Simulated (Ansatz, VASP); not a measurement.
## Two plane-wave programs on PtS2

```
Pt S
1.0
     3.55264    0.00000    0.00000
    -1.77632    3.07668    0.00000
     0.00000    0.00000    5.12271
Pt S
1 2
Direct
  0.00000 0.00000 0.00000
  0.33333 0.66667 0.23926
  0.66667 0.33333 0.76074
```

Alike in both runs: task single point; functional LDA; k mesh 6 × 6 × 4; no spin polarisation.

```csv
,VASP,Ansatz
version,VASP 6.6.1,Ansatz 0.2.0
potentials or method,"VASP PAW LDA potentials, release 64 (Pt, S)",plane waves
plane-wave cutoff (eV),520,420
occupations,"gaussian, width 0.01 eV",fixed
valence electrons in the cell,22,30
```

Ansatz gave:

- gap on the k mesh at the Fermi level (eV): 0.73
- pressure (GPa): -4.0
- traceless stress, the component that is largest in VASP (GPa): -0.45
- rms of the force components (eV/Å): 0.160

Task: What did VASP give for the same quantities?

Result: gap on the k mesh at the Fermi level (eV): 0.74; pressure (GPa): -4.0; traceless stress, the component that is largest in VASP (GPa): -0.43; rms of the force components (eV/Å): 0.159.

LDA's correlation is that of Perdew and Zunger in VASP and of Perdew and Wang (1992) in Ansatz. Atom by atom the forces differ by 0.001 eV/Å (rms over components). VASP's potentials hold 22 valence electrons a cell and Ansatz's 30, so a difference there can come from the potentials and not from the codes.

Neither program's run includes spin-orbit coupling.
